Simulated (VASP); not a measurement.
Wanted: the native input for a VASP 6.6.1 run.

```
Task                   : single point
Functional             : PBE
Potentials or basis    : VASP PAW PBE potentials, release 64 (Si, W_sv)
Cutoff                 : 520 eV
k mesh                 : 1 × 1 × 1, shifted
Occupations            : fermi-dirac, width 0.2197 eV
Spin                   : no spin polarisation
Dipole correction      : no
Further INCAR settings : LREAL = Auto; ALGO = Normal; EDIFF = 1e-06; NBANDS = 111; ISYM = 0
```

The structure of Si5W3 lies in POSCAR:

```
Si5W3
1.0
    7.2041990000     -0.0818820000      0.0070510000
   -0.0818820000      7.4902340000      0.1623590000
    0.0070510000      0.1623590000      7.4951860000
Si W
15 9
Direct
    0.6752798466      0.8710534099      0.3269322791
    0.9551862742      0.7704140234      0.8566217478
    0.1518215544      0.7485543773      0.5855111489
    0.1930602617      0.0238653565      0.2434546623
    0.9566754475      0.1035990853      0.8029496850
    0.5237664828      0.7054872501      0.0674706029
    0.3834770122      0.8516641396      0.3564395554
    0.5233658290      0.9353079969      0.7064682686
    0.2851775853      0.8994855430      0.9188201119
    0.9057157656      0.8564467631      0.1723104614
    0.3255501619      0.3149629936      0.0281732127
    0.6889811102      0.2023271350      0.9799922728
    0.1468194104      0.4193417309      0.4167195947
    0.6881449467      0.5670307576      0.7456354443
    0.8776123845      0.3527221604      0.2391622220
    0.1915850082      0.6155719000      0.1016499785
    0.4767101979      0.5124114339      0.3718823133
    0.9527462283     -0.0002918667      0.4642854191
    0.3720590908      0.5429286660      0.7420727459
    0.8447869103      0.6362852663      0.4650823566
   -0.0170619498      0.4204610907      0.8914872375
    0.7005052856      0.2330483547      0.6309724988
    0.2308582038      0.2153489086      0.7041212033
    0.4843468399      0.2031215614      0.3640590449
```

These files were run (other wordings do the same):

INCAR

```
SYSTEM = Si5W3
PREC = Accurate
ENCUT = 520
EDIFF = 1E-6
ISMEAR = -1
SIGMA = 0.2197
LREAL = Auto
LASPH = .TRUE.
NELM = 80
ALGO = Normal
ISIF = 2
LWAVE = .FALSE.
LCHARG = .FALSE.
GGA = PE
ISYM = 0
NBANDS = 111
```

KPOINTS

```
Automatic mesh
0
Gamma
  1 1 1
  0.25 0.25 0.25
```

Potentials or basis: VASP PAW PBE potentials, release 64 (Si, W_sv).

The run is started by

```console
$ cat potpaw_PBE.64/Si/POTCAR potpaw_PBE.64/W_sv/POTCAR > POTCAR
$ mpirun -np 1 vasp_std > vasp.out
```

It gave:

```yaml
Pressure: 0.6 GPa
Largest_force: 4.989 eV/Å
```

Caveat: the k points lie up to 0.87 Å⁻¹ apart, too coarse for converged energies, forces and pressures; the atoms stand as in a frame of molecular dynamics.

Wall time 82 s on 1 thread of Intel(R) Xeon(R) Platinum 8559C (Emerald Rapids), with other jobs on the host, peak memory 0.39 GiB.
